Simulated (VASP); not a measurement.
V, 2 atoms in the cell. Symmetry: Fd-3m, No. 227, cubic system. The conventional cell has a = 5.237 Å, b = 5.237 Å, c = 5.237 Å, α = 90.00°, β = 90.00°, γ = 90.00°. Within 3.0 Å of V (site symmetry -43m) lie 4 V at 2.27 Å. This isn't the form of V at room conditions, which is bcc.

| Item | Value |
| --- | --- |
| Program | VASP 6.6.1 |
| Task | single point |
| Functional | r2SCAN |
| Potentials or basis | VASP PAW PBE potentials, release 64 (V_sv) |
| Cutoff | 520 eV |
| k mesh | 17 × 17 × 17 |
| Occupations | fermi-dirac, width 0.1 eV |
| Spin | no spin polarisation |
| Dipole correction | no |
| Further INCAR settings | ALGO = Normal; EDIFF = 1e-06; NBANDS = 20 |

Potentials or basis: VASP PAW PBE potentials, release 64 (V_sv).

The run is started by

```bash
$ cat potpaw_PBE.64/V_sv/POTCAR > POTCAR
$ cp INCAR.step1 INCAR
$ mpirun -np 1 vasp_std > vasp.out
$ cp INCAR.step2 INCAR
$ mpirun -np 1 vasp_std > vasp.out
```

Hardware: 1 thread of Intel Xeon 8259CL (shared host).

**Question.** Estimate the wall time of this run.

**Answer.** Run time: 8.7 min on 1 thread of Intel Xeon 8259CL (shared host), peak memory 0.23 GiB. Counts: k points 165.
